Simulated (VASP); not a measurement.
Write the native input for VASP 6.6.1 that does the following.

```
Task                   : single point
Functional             : PBEsol
Potentials or basis    : VASP PAW PBE potentials, release 64 (Ti_sv)
Cutoff                 : 500 eV
k mesh                 : 9 × 9 × 9
Occupations            : fermi-dirac, width 0.05 eV
Spin                   : no spin polarisation
Dipole correction      : no
Further INCAR settings : ALGO = Normal; EDIFF = 1e-06; NBANDS = 19
```

The structure of Ti lies in POSCAR:

```
Ti
1.0
    0.0000000000      2.7912246522      2.7912246522
    2.7912246522      0.0000000000      2.7912246522
    2.7912246522      2.7912246522      0.0000000000
Ti
2
Direct
   -0.0875000000     -0.1375000000     -0.1375000000
    0.0875000000      0.1375000000      0.1375000000
```

This cell differs from its parent crystal: shortest bond scaled by 1.1.

The input as run:

INCAR

```
PREC = Accurate
ENCUT = 500
EDIFF = 1E-6
ISMEAR = -1
SIGMA = 0.05
LREAL = F
LASPH = T
NELM = 120
ALGO = Normal
ISIF = 2
LWAVE = F
LCHARG = F
GGA = PS
NBANDS = 19
GGA_COMPAT = F
```

KPOINTS

```
regular mesh
0
Gamma
  9 9 9
```

Potentials or basis: VASP PAW PBE potentials, release 64 (Ti_sv).

Command:

```sh
$ cat potpaw_PBE.64/Ti_sv/POTCAR > POTCAR
$ mpirun -np 1 vasp_std > vasp.out
```

It gave:

| Quantity | Value |
| --- | --- |
| Pressure | -1.2 GPa |
| Largest force | 0.974 eV/Å |
| Band gap on the k mesh | zero (bands 12 and 13 overlap by 0.46 eV) |

Caveat: the cell differs from its parent crystal (shortest bond scaled by 1.1); the PAW data sets were made with another functional, which shifts forces and pressure a little.

Wall time 35 s on 1 thread of Intel(R) Xeon(R) 6975P-C (Granite Rapids), with other jobs on the host, peak memory 0.2 GiB.
